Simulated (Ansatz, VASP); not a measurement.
**One calculation of HfN, two programs**

```
Hf N
1.0
     0.00000    2.13824    2.25078
     2.13824    0.00000    2.25078
     2.13824    2.13824    0.00000
Hf N
1 1
Direct
  0.00000 0.00000 0.00000
  0.50000 0.50000 0.50000
```

Change from the starting cell: strain -0.050 along x and y, +0.000 along z, atoms carried along.

Alike in both runs: task single point; functional PBEsol; k mesh 22 × 22 × 22; occupations gaussian, width 0.15 eV; no spin polarisation.

|  | VASP | Ansatz |
| --- | --- | --- |
| version | VASP 6.6.1 | Ansatz 0.2.0 |
| potentials or method | VASP PAW PBE potentials, release 64 (Hf_pv, N), cutoff 600 eV | scalar-relativistic, plane waves, PAW |
| valence electrons in the cell | 15 | 31 |

|  | VASP | Ansatz | Ansatz less VASP |
| --- | --- | --- | --- |
| gap on the k mesh at the Fermi level (eV) | none | none | - |
| pressure (GPa) | 36.2 | 38.4 | +2.19 |
| traceless stress, the component that is largest in VASP (GPa) | -26.54 | -26.44 | +0.096 |

VASP's potentials were made for PBE, not for PBEsol. A gap of «none» marks a metal or a gap that the smearing closes. Both programs put the cell under a high pressure, so it lies far from rest at this level. VASP's potentials hold 15 valence electrons a cell and Ansatz's 31, so a difference there can come from the potentials and not from the codes.

Neither program's run includes spin-orbit coupling.
